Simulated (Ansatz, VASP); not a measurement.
# Two plane-wave programs on AlW3

```
Al W
1.0
     0.00000    3.16035    3.16035
     3.16035    0.00000    3.16035
     3.16035    3.16035    0.00000
Al W
1 3
Direct
  0.00000 0.00000 0.00000
  0.25000 0.25000 0.25000
  0.75000 0.75000 0.75000
  0.50000 0.50000 0.50000
```

Change from the starting cell: species swapped into the Na3Bi type (Fm-3m, No. 225).

Alike in both runs: functional PBE; k mesh 6 × 6 × 6; occupations gaussian, width 0.1 eV; no spin polarisation.

Ansatz relaxed the structure, and its values are those at the end. VASP's run is a single point on that final structure, the one shown.

```csv
,VASP,Ansatz
version,VASP 6.6.1,Ansatz 0.2.0
potentials or method,"VASP PAW PBE potentials, release 64 (Al, W_sv), cutoff 520 eV","scalar-relativistic, plane waves, PAW"
valence electrons in the cell,45,45
```

|  | VASP | Ansatz | Ansatz less VASP |
| --- | --- | --- | --- |
| gap on the k mesh at the Fermi level (eV) | none | none | - |
| pressure (GPa) | 0.2 | 0.0 | -0.25 |

A gap of «none» marks a metal or a gap that the smearing closes. The functional is the same, so the differences come from potentials, cutoffs and numerics.

Spin-orbit coupling is off throughout.
